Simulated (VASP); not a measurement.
A run of VASP 6.6.1:

File INCAR:

```
PREC     = Accurate       # precision mode
ENCUT    = 520            # plane-wave cutoff, eV
EDIFF    = 1E-6           # SCF threshold, eV
ISMEAR   = 0              # smearing method
SIGMA    = 0.1            # smearing width, eV
LREAL    = F              # projectors in reciprocal space
LASPH    = T              # aspherical terms in the spheres
NELM     = 60             # most SCF steps
ALGO     = Normal         # electronic algorithm
ISIF     = 2              # what is computed and relaxed
LWAVE    = F              # write WAVECAR
LCHARG   = F              # write CHGCAR
GGA      = PE             # functional
NBANDS   = 16             # bands
```

The input KPOINTS:

```
regular mesh
0
Gamma
  18 18 18
```

The input POSCAR:

```
TiN
1.0
    0.0000000000      2.1233983138      2.1233983138
    2.1233983138      0.0000000000      2.1233983138
    2.1233983138      2.1233983138      0.0000000000
Ti N
1 1
Direct
    0.0000000000      0.0000000000      0.0000000000
    0.5000000000      0.5000000000      0.5000000000
```

Potentials or basis: VASP PAW PBE potentials, release 64 (Ti_sv, N).

Launch:

```sh
$ cat potpaw_PBE.64/Ti_sv/POTCAR potpaw_PBE.64/N/POTCAR > POTCAR
$ mpirun -np 1 vasp_std > vasp.out
```

Hardware: 1 thread of Intel Xeon 6975P-C, with other jobs on the host.

**Question.** How long does it take, and how much memory?

**Answer.** Run time: 28 s on 1 thread of Intel Xeon 6975P-C (shared host), peak memory 0.18 GiB. Counts: scf iterations 15, k points 195.
